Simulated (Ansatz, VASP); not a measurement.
TePb in VASP and in Ansatz

File INCAR:

```
PREC = Accurate
ENCUT = 520
EDIFF = 1E-7
ISMEAR = 0
SIGMA = 0.01
LREAL = False
LASPH = True
NELM = 80
ALGO = Normal
ISIF = 2
LWAVE = False
LCHARG = True
GGA = PE
LELF = True
LVHAR = True
NBANDS = 17
```

File KPOINTS:

```
regular mesh
0
Gamma
  4 4 4
```

File POSCAR:

```
TePb
1.0
    0.0000000000      3.2310000000      3.2310000000
    3.2310000000      0.0000000000      3.2310000000
    3.2310000000      3.2310000000      0.0000000000
Te Pb
1 1
Direct
    0.5000800000      0.5051200000      0.4946200000
    0.0077300000      0.9963300000      0.9980100000
```

Input for Ansatz:

```yaml
crystal:
  lattice:
    - [0.0, 3.231, 3.231]
    - [3.231, 0.0, 3.231]
    - [3.231, 3.231, 0.0]
  atoms:
    - { symbol: Te, position: [0.50008, 0.50512, 0.49462] }
    - { symbol: Pb, position: [0.00773, 0.99633, 0.99801] }
basis:
  ecutwfc: 540.0
  xc_grid: 2
kpoints:
  mp_grid:
    grid: [4, 4, 4]
hamiltonian:
  xc: pbe
scf:
  convergence:
    dr2_threshold: 1.0e-09
  occupations:
    method: fixed
output:
  forces: true
  stress: true
```

Alike in both runs: task single point; functional PBE; k mesh 4 × 4 × 4; no spin polarisation.

|  | VASP | Ansatz |
| --- | --- | --- |
| version | VASP 6.6.1 | Ansatz 0.2.0 |
| potentials or method | VASP PAW PBE potentials, release 64 (Te, Pb_d), cutoff 520 eV | plane waves, PAW |
| occupations | gaussian, width 0.01 eV | fixed |
| valence electrons in the cell | 20 | 30 |

```tsv
	VASP	Ansatz	Ansatz less VASP
pressure (GPa)	2.1	2.2	+0.04
rms of the force components (eV/Å)	0.004	0.004	+0.0002
```

Atom by atom the forces differ by 0.000 eV/Å (rms over components). VASP's potentials hold 20 valence electrons a cell and Ansatz's 30, so a difference there can come from the potentials and not from the codes. Ansatz's warnings: stress scf threshold loose.

The k mesh is coarse, so the values compare programs but aren't converged. Spin-orbit coupling is off throughout.
